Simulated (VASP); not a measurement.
Here is a VASP 6.6.1 calculation.

Contents of INCAR:

```
  ALGO = Normal
  EDIFF = 1E-6
  ENCUT = 700
  GGA_COMPAT = False
  ISIF = 2
  ISMEAR = 0
  LASPH = True
  LCHARG = True
  LELF = True
  LREAL = False
  LVHAR = True
  LWAVE = False
  NBANDS = 22
  NELM = 120
  PREC = Accurate
  SIGMA = 0.05
```

Contents of KPOINTS:

```
k-points
0
Gamma
  12 12 6
```

POSCAR

```
NiO2
1.0
    2.6872726493      0.0000000000      0.0000000000
   -1.3436363247      2.3272463812      0.0000000000
    0.0000000000      0.0000000000      4.4458238710
Ni O
1 2
Direct
    0.0000000000      0.0000000000      0.5000000000
    0.6666666667      0.3333333333      0.6829609091
    0.3333333333      0.6666666667      0.3170390909
```

Potentials or basis: VASP PAW LDA potentials, release 64 (Ni_sv_GW, O).

Launch:

```sh
$ cat potpaw_LDA.64/Ni_sv_GW/POTCAR potpaw_LDA.64/O/POTCAR > POTCAR
$ mpirun -np 1 vasp_std > vasp.out
```

(1) What does it give for the band gap on the k mesh?

(2) Estimate the largest force.

## Answers

(1) 1.02 eV (least direct gap 1.59 eV).

(2) 3.721 eV/Å.

Caveat: the run has no spin polarisation, though such a crystal can be magnetic; forces of over 1 eV/Å act on the atoms, so gaps and moduli don't describe the material at rest.
